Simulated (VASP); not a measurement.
# Mg7FeO8 (Fm-3m) in VASP: notebook

Runs on Mg7FeO8. Level: PBEsol+U. Tasks: single point.

Program: VASP 6.6.1. These are calculated values, not measurements. Logs are shortened: lines on timing, memory, paths and dates and some standing lists are left out, and cuts for length are marked.

**1. The cell of the first run**

It takes space group Fm-3m (No. 225, cubic). Conventional cell: a = 8.427 Å, b = 8.427 Å, c = 8.427 Å, α = 90.00°, β = 90.00°, γ = 90.00°. Fe (site symmetry m-3m) has 6 O at 2.14 Å within 2.8 Å. Mg (site symmetry mmm) has 6 O at 2.11 Å within 2.8 Å. Mg (site symmetry m-3m) has 6 O at 2.08 Å within 2.8 Å. Within 2.8 Å of O (site symmetry -43m) lie 6 Mg at 2.11 Å. O (site symmetry 4mm) has 5 Mg at 2.08 to 2.11 Å and 1 Fe at 2.14 Å within 2.8 Å.

**2. Single point, PBEsol+U, collinear spin, ferromagnetic start**

Contents of INCAR:

```
PREC = Accurate
ENCUT = 520
EDIFF = 1E-7
ISMEAR = 0
SIGMA = 0.05
LREAL = Auto
LASPH = T
NELM = 150
ALGO = Normal
ISIF = 2
LWAVE = F
LCHARG = T
ISPIN = 2
MAGMOM = 4 0 0 0 0 0 0 0 0 0 0 0 0 0 0 0
LORBIT = 11
LMAXMIX = 4
LDAU = T
LDAUTYPE = 2
LDAUL = 2 -1 -1
LDAUU = 6 0 0
LDAUJ = 0 0 0
LDAUPRINT = 1
GGA = PS
LELF = T
LVHAR = T
NBANDS = 53
```

Contents of KPOINTS:

```
regular mesh
0
Gamma
  4 4 4
```

Contents of POSCAR:

```
Mg7FeO8
1.0
    0.0000000000      4.2136000000      4.2136000000
    4.2136000000      0.0000000000      4.2136000000
    4.2136000000      4.2136000000      0.0000000000
Fe Mg O
1 7 8
Direct
    0.0000000000      0.0000000000      1.0000000000
    0.0000000000      0.0000000000      0.5000000000
    0.0000000000      0.5000000000      0.0000000000
    0.0000000000      0.5000000000      0.5000000000
    0.5000000000      0.0000000000      0.0000000000
    0.5000000000      0.0000000000      0.5000000000
    0.5000000000      0.5000000000      0.0000000000
    0.5000000000      0.5000000000      0.5000000000
    0.2500000000      0.2500000000      0.2500000000
    0.2534698588      0.2534698588      0.7465301412
    0.2534698588      0.7465301412      0.2534698588
    0.2534698588      0.7465301412      0.7465301412
    0.7465301412      0.2534698588      0.2534698588
    0.7465301412      0.2534698588      0.7465301412
    0.7465301412      0.7465301412      0.2534698588
    0.7500000000      0.7500000000      0.7500000000
```

Potentials or basis: VASP PAW PBE potentials, release 64 (Fe, Mg, O).

Command:

```sh
> cat potpaw_PBE.64/Fe/POTCAR potpaw_PBE.64/Mg/POTCAR potpaw_PBE.64/O/POTCAR > POTCAR
> mpirun -np 1 vasp_std > vasp.out
```

OUTCAR:

```text
PREC = Accurate
   ENCUT = 520
   EDIFF = 1E-7
   ISMEAR = 0
   LREAL = Auto
   LASPH = T
   NELM = 150
   ISIF = 2
   ISPIN = 2
   LORBIT = 11
   GGA = PS

 ion  position               nearest neighbor table
   1  0.000  0.000  0.000-  10 2.14  11 2.14  12 2.14  13 2.14  14 2.14  15 2.14   2 2.98   3 2.98
                             5 2.98   2 2.98   4 2.98   6 2.98   3 2.98   4 2.98   7 2.98   5 2.98
   2  0.000  0.000  0.500-   9 2.11  16 2.11  12 2.11  13 2.11  14 2.11  11 2.11   1 2.98   4 2.98
                             6 2.98   1 2.98   3 2.98   5 2.98   3 2.98   4 2.98   8 2.98   5 2.98
   3  0.000  0.500  0.000-   9 2.11  16 2.11  12 2.11  13 2.11  15 2.11  10 2.11   1 2.98   4 2.98
                             7 2.98   2 2.98   4 2.98   8 2.98   1 2.98   2 2.98   5 2.98   5 2.98
   4  0.000  0.500  0.500-   9 2.11  16 2.11  11 2.11  14 2.11  15 2.11  10 2.11   2 2.98   3 2.98
                             8 2.98   1 2.98   3 2.98   7 2.98   1 2.98   2 2.98   6 2.98   6 2.98
   5  0.500  0.000  0.000-   9 2.11  16 2.11  11 2.11  14 2.11  15 2.11  10 2.11   1 2.98   6 2.98
                             7 2.98   2 2.98   6 2.98   8 2.98   3 2.98   7 2.98   8 2.98   1 2.98
   6  0.500  0.000  0.500-   9 2.11  16 2.11  12 2.11  13 2.11  15 2.11  10 2.11   2 2.98   5 2.98
                             8 2.98   1 2.98   5 2.98   7 2.98   4 2.98   7 2.98   8 2.98   1 2.98
   7  0.500  0.500  0.000-   9 2.11  16 2.11  12 2.11  13 2.11  14 2.11  11 2.11   3 2.98   5 2.98
                             8 2.98   4 2.98   6 2.98   8 2.98   1 2.98   5 2.98   6 2.98   1 2.98
   8  0.500  0.500  0.500-  10 2.08  11 2.08  12 2.08  13 2.08  14 2.08  15 2.08   4 2.98   6 2.98
                             7 2.98   3 2.98   5 2.98   7 2.98   2 2.98   5 2.98   6 2.98   2 2.98
   9  0.250  0.250  0.250-   2 2.11   3 2.11   4 2.11   5 2.11   6 2.11   7 2.11
  10  0.253  0.253  0.747-   8 2.08   4 2.11   5 2.11   6 2.11   3 2.11   1 2.14
  11  0.253  0.747  0.253-   8 2.08   4 2.11   5 2.11   7 2.11   2 2.11   1 2.14
  12  0.253  0.747  0.747-   8 2.08   3 2.11   6 2.11   7 2.11   2 2.11   1 2.14
  13  0.747  0.253  0.253-   8 2.08   3 2.11   6 2.11   7 2.11   2 2.11   1 2.14
  14  0.747  0.253  0.747-   8 2.08   4 2.11   5 2.11   7 2.11   2 2.11   1 2.14
  15  0.747  0.747  0.253-   8 2.08   4 2.11   5 2.11   6 2.11   3 2.11   1 2.14
  16  0.750  0.750  0.750-   2 2.11   3 2.11   4 2.11   5 2.11   6 2.11   7 2.11

  LATTYP: Found a face centered cubic cell.
 ALAT       =     8.4272000000

  Lattice vectors:

 A1 = (   0.0000000000,   4.2136000000,   4.2136000000)
 A2 = (   4.2136000000,   0.0000000000,   4.2136000000)
 A3 = (   4.2136000000,   4.2136000000,   0.0000000000)

Analysis of symmetry for initial positions (statically):
=====================================================================
 Subroutine PRICEL returns:
 Original cell was already a primitive cell.

 Routine SETGRP: Setting up the symmetry group for a
 face centered cubic supercell.

 Subroutine GETGRP returns: Found 48 space group operations
 (whereof 48 operations were pure point group operations)
 out of a pool of 48 trial point group operations.

The static configuration has the point symmetry O_h .

Analysis of symmetry for dynamics (positions and initial velocities):
=====================================================================
 Subroutine PRICEL returns:
 Original cell was already a primitive cell.

 Routine SETGRP: Setting up the symmetry group for a
 face centered cubic supercell.

 Subroutine GETGRP returns: Found 48 space group operations
 (whereof 48 operations were pure point group operations)
 out of a pool of 48 trial point group operations.

The dynamic configuration has the point symmetry O_h .

Analysis of structural, dynamic, and magnetic symmetry:
=====================================================================
 Subroutine PRICEL returns:
 Original cell was already a primitive cell.

 Routine SETGRP: Setting up the symmetry group for a
 face centered cubic supercell.

 Subroutine GETGRP returns: Found 48 space group operations
 (whereof 48 operations were pure point group operations)
 out of a pool of 48 trial point group operations.

The overall configuration has the point symmetry O_h .

 Subroutine INISYM returns: Found 48 space group operations
 (whereof 48 operations are pure point group operations),
 and found     1 'primitive' translations

[... 152 lines left out ...]
spin component  1

  0.9747  0.0000 -0.0000  0.0000 -0.0000
  0.0000  0.9747 -0.0000  0.0000  0.0000
 -0.0000 -0.0000  1.0379  0.0000 -0.0000
  0.0000  0.0000  0.0000  0.9747 -0.0000
 -0.0000  0.0000 -0.0000 -0.0000  1.0379

spin component  2

  0.3248 -0.0000  0.0000 -0.0000  0.0000
 -0.0000  0.3248  0.0000 -0.0000 -0.0000
  0.0000  0.0000  0.1063 -0.0000  0.0000
 -0.0000 -0.0000 -0.0000  0.3248  0.0000
  0.0000 -0.0000  0.0000  0.0000  0.1063

 occupancies and eigenvectors

  o =  0.1063  v =  0.0000  0.0000  0.0000  0.0000  0.0000  0.0000 -0.0000  0.9996  0.0000 -0.0287      0.0000  0.0000  0.0000  0.0000  0.0000  0.0000  0.0000  0.0000  0.0000  0.0000
  o =  0.1063  v =  0.0000  0.0000  0.0000  0.0000  0.0000  0.0000 -0.0000 -0.0287  0.0000 -0.9996      0.0000  0.0000  0.0000  0.0000  0.0000  0.0000  0.0000  0.0000  0.0000  0.0000
  o =  0.3248  v =  0.0000  0.0000  0.0000  0.0000  0.0000  1.0000  0.0000  0.0000  0.0000  0.0000      0.0000  0.0000  0.0000  0.0000  0.0000  0.0000  0.0000  0.0000  0.0000  0.0000
  o =  0.3248  v =  0.0000  0.0000  0.0000  0.0000  0.0000  0.0000 -0.0014 -0.0000  1.0000  0.0000      0.0000  0.0000  0.0000  0.0000  0.0000  0.0000  0.0000  0.0000  0.0000  0.0000
  o =  0.3248  v =  0.0000  0.0000  0.0000  0.0000  0.0000  0.0000 -1.0000 -0.0000 -0.0014  0.0000      0.0000  0.0000  0.0000  0.0000  0.0000  0.0000  0.0000  0.0000  0.0000  0.0000
  o =  0.9747  v =  0.0000  0.9999  0.0000 -0.0125  0.0000  0.0000  0.0000  0.0000  0.0000  0.0000      0.0000  0.0000  0.0000  0.0000  0.0000  0.0000  0.0000  0.0000  0.0000  0.0000
  o =  0.9747  v =  0.0000  0.0125 -0.0000  0.9999  0.0000  0.0000  0.0000  0.0000  0.0000  0.0000      0.0000  0.0000  0.0000  0.0000  0.0000  0.0000  0.0000  0.0000  0.0000  0.0000
  o =  0.9747  v =  1.0000  0.0000  0.0000  0.0000  0.0000  0.0000  0.0000  0.0000  0.0000  0.0000      0.0000  0.0000  0.0000  0.0000  0.0000  0.0000  0.0000  0.0000  0.0000  0.0000
  o =  1.0379  v =  0.0000 -0.0000  0.0088 -0.0000  1.0000  0.0000  0.0000  0.0000  0.0000  0.0000      0.0000  0.0000  0.0000  0.0000  0.0000  0.0000  0.0000  0.0000  0.0000  0.0000
  o =  1.0379  v =  0.0000  0.0000 -1.0000 -0.0000  0.0088  0.0000  0.0000  0.0000  0.0000  0.0000      0.0000  0.0000  0.0000  0.0000  0.0000  0.0000  0.0000  0.0000  0.0000  0.0000

 number of electron      69.9999999 magnetization       3.9999872

 Free energy of the ion-electron system (eV)
  ---------------------------------------------------
  ext. energy  EPLUGINS =         0.00000000
  ---------------------------------------------------
  free energy    TOTEN  =      -100.05488620 eV

  energy without entropy =     -100.04101685  energy(sigma->0) =     -100.04795152

 E-fermi :   7.0366     XC(G=0): -11.4900

 val. band max:        7.0223958792   @ k =   0.5000   0.0000   0.0000
 cond. band min:       7.0662987755   @ k =  -0.2500   0.2500   0.0000
 fundamental gap:      0.0439028964
 Fermi energy:         7.0366044713

 spin component 1

 k-point     1 :       0.0000    0.0000    0.0000
  band No.  band energies     occupation
      1     -14.1592      1.00000
      2     -12.8569      1.00000
      3     -12.8569      1.00000
      4     -12.8569      1.00000
      5     -12.7577      1.00000
      6     -12.7089      1.00000
[... 389 lines left out ...]
     46      14.4337      0.00000
     47      14.4450      0.00000
 Fermi energy:         7.0366044713

 spin component 2

 k-point     1 :       0.0000    0.0000    0.0000
  band No.  band energies     occupation
      1     -14.1047      1.00000
      2     -12.7885      1.00000
      3     -12.7885      1.00000
      4     -12.7885      1.00000
      5     -12.7587      1.00000
      6     -12.5457      1.00000
[... 389 lines left out ...]
     46      14.4205      0.00000
     47      14.4441      0.00000
 [bands above 47 left out]

------------------------ aborting loop because EDIFF is reached ----------------------------------------

  FORCE on cell =-STRESS in cart. coord.  units (eV):
  Direction    XX          YY          ZZ          XY          YZ          ZX
  --------------------------------------------------------------------------------------
  -------------------------------------------------------------------------------------
  Total        0.5366208      0.5366208      0.5366208      0.0000000     -0.0000000      0.0000000
  in kB        5.7462987      5.7462987      5.7462987      0.0000000     -0.0000000      0.0000000
  external PRESSURE =       5.7462987 kB  Pullay stress =       0.0000000 kB

 VOLUME and BASIS-vectors are now :
 -----------------------------------------------------------------------------
  energy-cutoff  :      520.00
  volume of cell :      149.62
      direct lattice vectors                 reciprocal lattice vectors
     0.000000000  4.213600000  4.213600000    -0.118663376  0.118663376  0.118663376
     4.213600000  0.000000000  4.213600000     0.118663376 -0.118663376  0.118663376
     4.213600000  4.213600000  0.000000000     0.118663376  0.118663376 -0.118663376

 POSITION                                       TOTAL-FORCE (eV/Angst)
 -----------------------------------------------------------------------------------
      0.00000      0.00000      0.00000         0.000000     -0.000000      0.000000
      2.10680      2.10680      0.00000         0.000000      0.000000      0.000000
      2.10680      0.00000      2.10680         0.000000      0.000000      0.000000
      4.21360      2.10680      2.10680         0.000000     -0.000000      0.000000
      0.00000      2.10680      2.10680         0.000000      0.000000      0.000000
      2.10680      4.21360      2.10680         0.000000     -0.000000      0.000000
[... 8 lines left out ...]
      4.21360      4.21360      6.29116         0.000000      0.000000      0.103826
      6.32040      6.32040      6.32040         0.000000     -0.000000      0.000000
 -----------------------------------------------------------------------------------
    total drift:                                0.000000      0.000000      0.000000

  FREE ENERGIE OF THE ION-ELECTRON SYSTEM (eV)
  ---------------------------------------------------
  free  energy   TOTEN  =      -100.0548861963 eV

  energy  without entropy=     -100.0410168509  energy(sigma->0) =     -100.04795152

 total charge

# of ion       s       p       d       tot
------------------------------------------
    1        0.317   0.417   6.160   6.894
    2        0.149   0.179   0.080   0.408
    3        0.149   0.179   0.080   0.408
    4        0.149   0.179   0.080   0.408
    5        0.149   0.179   0.080   0.408
    6        0.149   0.179   0.080   0.408
[... 8 lines left out ...]
   15        1.539   3.529   0.000   5.069
   16        1.537   3.540   0.000   5.077
--------------------------------------------------
tot         13.673  29.940   6.726  50.339

 magnetization (x)

# of ion       s       p       d       tot
------------------------------------------
    1        0.018   0.019   3.804   3.841
    2       -0.000  -0.001  -0.001  -0.001
    3       -0.000  -0.001  -0.001  -0.001
    4       -0.000  -0.001  -0.001  -0.001
    5       -0.000  -0.001  -0.001  -0.001
    6       -0.000  -0.001  -0.001  -0.001
[... 8 lines left out ...]
   15        0.003   0.032   0.000   0.035
   16       -0.000  -0.000   0.000  -0.000
--------------------------------------------------
tot          0.040   0.209   3.800   4.049
```

Run time: 4.1 min. Hardware: 1 thread of Intel Xeon 6975P-C (Granite Rapids), shared host; peak memory 0.44 GiB.

What came out:

* Free energy: -100.0549 eV
* Pressure: 0.6 GPa
* Largest force: 0.104 eV/Å
* Band gap on the k mesh: zero (filled and empty bands overlap)
* Net moment: 4.00 μB per cell
* Site moments: Fe +3.84; Mg -0.00, +0.01 (each value once); O -0.00, +0.04 (each value once) μB
* Valence electrons inside the program's atomic spheres: Fe 6.89; Mg 0.41, 0.43 (each value once); O 5.08, 5.07 (each value once)

Forces on the atoms (eV/Å):
```
Fe   0.000  0.000  0.000
Mg   0.000  0.000  0.000
Mg   0.000  0.000  0.000
Mg   0.000  0.000  0.000
Mg   0.000  0.000  0.000
Mg   0.000  0.000  0.000
Mg   0.000  0.000  0.000
Mg   0.000  0.000  0.000
O    0.000  0.000  0.000
O    0.000  0.000 -0.104
O    0.000 -0.104  0.000
O    0.104  0.000  0.000
O   -0.104  0.000  0.000
O    0.000  0.104  0.000
O    0.000  0.000  0.104
O    0.000  0.000  0.000
```

Levels at points of the mesh, in eV from the Fermi level:
Spin up:
| k point | band 35 | band 36 | band 37 | band 38 | band 39 | band 40 |
| --- | --- | --- | --- | --- | --- | --- |
| (0.00, 0.00, 0.00) | -3.99 | -3.28 | -3.28 | 0.57 | 3.75 | 3.75 |
| (0.50, 0.00, 0.00) | -4.34 | -3.49 | -3.49 | 2.87 | 3.04 | 5.42 |
| (0.50, 0.50, 0.00) | -4.48 | -4.48 | -3.28 | 3.80 | 4.02 | 5.35 |
Spin down:
| k point | band 30 | band 31 | band 32 | band 33 | band 34 | band 35 | band 36 | band 37 |
| --- | --- | --- | --- | --- | --- | --- | --- | --- |
| (0.00, 0.00, 0.00) | -3.93 | -3.93 | -3.93 | -0.15 | -0.15 | -0.15 | 0.68 | 2.96 |
| (0.50, 0.00, 0.00) | -4.38 | -4.29 | -4.29 | -0.01 | 0.05 | 0.05 | 2.81 | 2.81 |
| (0.50, 0.50, 0.00) | -4.59 | -4.57 | -4.57 | -0.10 | 0.19 | 0.19 | 2.32 | 2.98 |

Eigenvalues of the final occupation matrices:
| site | spin | trace | eigenvalues |
| --- | --- | --- | --- |
| site 1 d | 1 | 5.00 | 0.97 0.97 0.97 1.04 1.04 |
| site 1 d | 2 | 1.19 | 0.11 0.11 0.32 0.32 0.32 |

Caveat: the PAW data sets were made with another functional, which shifts forces and pressure a little; a cell with one magnetic atom can't hold antiferromagnetic order, which such compounds often take.

**3. Single point, PBEsol+U, collinear spin, zero start**

Contents of INCAR:

```
PREC = Accurate ; ENCUT = 520
EDIFF = 1E-7 ; ISMEAR = 0
SIGMA = 0.05 ; LREAL = Auto
LASPH = True ; NELM = 150
ALGO = Normal ; ISIF = 2
LWAVE = False ; LCHARG = False
ISPIN = 2 ; MAGMOM = 0 0 0 0 0 0 0 0 0 0 0 0 0 0 0 0
LORBIT = 11 ; NUPDOWN = 0.0
LMAXMIX = 4 ; LDAU = True
LDAUTYPE = 2 ; LDAUL = 2 -1 -1
LDAUU = 6 0 0 ; LDAUJ = 0 0 0
LDAUPRINT = 1 ; GGA = PS
NBANDS = 53
```

KPOINTS is that of step 2.

POSCAR is that of step 2.

Potentials or basis: VASP PAW PBE potentials, release 64 (Fe, Mg, O).

Command:

```sh
> cat potpaw_PBE.64/Fe/POTCAR potpaw_PBE.64/Mg/POTCAR potpaw_PBE.64/O/POTCAR > POTCAR
> mpirun -np 1 vasp_std > vasp.out
```

Run time: 4.8 min. Hardware: 1 thread of Intel Xeon 6975P-C (Granite Rapids), shared host; peak memory 0.44 GiB.

It converged, with:

```yaml
Free_energy: -99.6811 eV
Pressure: -3.1 GPa
Largest_force: 0.604 eV/Å
Net_moment: 0.00 μB per cell
Valence_electrons_inside_the_program's_atomic_spheres: Fe 7.03; Mg 0.41, 0.42 (each value once); O 5.08, 5.06 (each value once)
```

Forces in eV/Å, atoms in the order of the input:
```
Fe   0.000  0.000  0.000
Mg   0.000  0.000  0.000
Mg   0.000  0.000  0.000
Mg   0.000  0.000  0.000
Mg   0.000  0.000  0.000
Mg   0.000  0.000  0.000
Mg   0.000  0.000  0.000
Mg   0.000  0.000  0.000
O    0.000  0.000  0.000
O    0.000  0.000 -0.604
O    0.000 -0.604  0.000
O    0.604  0.000  0.000
O   -0.604  0.000  0.000
O    0.000  0.604  0.000
O    0.000  0.000  0.604
O    0.000  0.000  0.000
```

Eigenvalues of the final occupation matrices:
```tsv
site	spin	trace	eigenvalues
site 1 d	1	3.18	0.14 0.14 0.96 0.96 0.96
site 1 d	2	3.18	0.14 0.14 0.96 0.96 0.96
```

Caveat: the cell stands under tension; the PAW data sets were made with another functional, which shifts forces and pressure a little; the total moment is fixed, so each spin has its own Fermi level.

**4. Single point, PBEsol+U, collinear spin, ferromagnetic start**

Contents of INCAR:

```
  ALGO = Normal
  EDIFF = 1E-6
  ENCUT = 520
  GGA = PS
  ISIF = 2
  ISMEAR = 0
  ISPIN = 2
  LASPH = T
  LCHARG = F
  LDAU = T
  LDAUJ = 0 0 0
  LDAUL = 2 -1 -1
  LDAUPRINT = 1
  LDAUTYPE = 2
  LDAUU = 6 0 0
  LMAXMIX = 4
  LORBIT = 11
  LREAL = Auto
  LWAVE = F
  MAGMOM = 2 0 0 0 0 0 0 0 0 0 0 0 0 0 0 0
  NBANDS = 53
  NELM = 150
  NUPDOWN = 2.0
  PREC = Accurate
  SIGMA = 0.05
```

Contents of KPOINTS:

```
k-points
0
Gamma
  4 4 4
```

POSCAR is that of step 3.

Command:

```sh
> cat potpaw_PBE.64/Fe/POTCAR potpaw_PBE.64/Mg/POTCAR potpaw_PBE.64/O/POTCAR > POTCAR
> mpirun -np 1 vasp_std > vasp.out
```

Wall time 3.4 min (1 thread of Intel Xeon 6975P-C (Granite Rapids), shared host); peak memory 0.44 GiB.

Results (log left out):

```yaml
Free_energy: -97.7045 eV
Pressure: -1.5 GPa
Largest_force: 0.275 eV/Å
Net_moment: 2.00 μB per cell
Site_moments: Fe +2.23; Mg -0.00, +0.00 (each value once); O +0.00, -0.03 (each value once) μB
Valence_electrons_inside_the_program's_atomic_spheres: Fe 7.07; Mg 0.41, 0.43 (each value once); O 5.08, 5.05 (each value once)
```

Forces in eV/Å, atoms in the order of the input:
```
Fe   0.000  0.000  0.000
Mg   0.000  0.000  0.000
Mg   0.000  0.000  0.000
Mg   0.000  0.000  0.000
Mg   0.000  0.000  0.000
Mg   0.000  0.000  0.000
Mg   0.000  0.000  0.000
Mg   0.000  0.000  0.000
O    0.000  0.000  0.000
O    0.000  0.000 -0.275
O    0.000 -0.275  0.000
O    0.275  0.000  0.000
O   -0.275  0.000  0.000
O    0.000  0.275  0.000
O    0.000  0.000  0.275
O    0.000  0.000  0.000
```

Eigenvalues of the final occupation matrices:
| site | spin | trace | eigenvalues |
| --- | --- | --- | --- |
| site 1 d | 1 | 4.31 | 0.70 0.70 0.97 0.97 0.97 |
| site 1 d | 2 | 2.10 | 0.09 0.09 0.64 0.64 0.64 |

Caveat: the PAW data sets were made with another functional, which shifts forces and pressure a little; the total moment is fixed, so each spin has its own Fermi level; a cell with one magnetic atom can't hold antiferromagnetic order, which such compounds often take. The state reached can hang on the start; a lower one may exist.

[end of part 1 of 2]
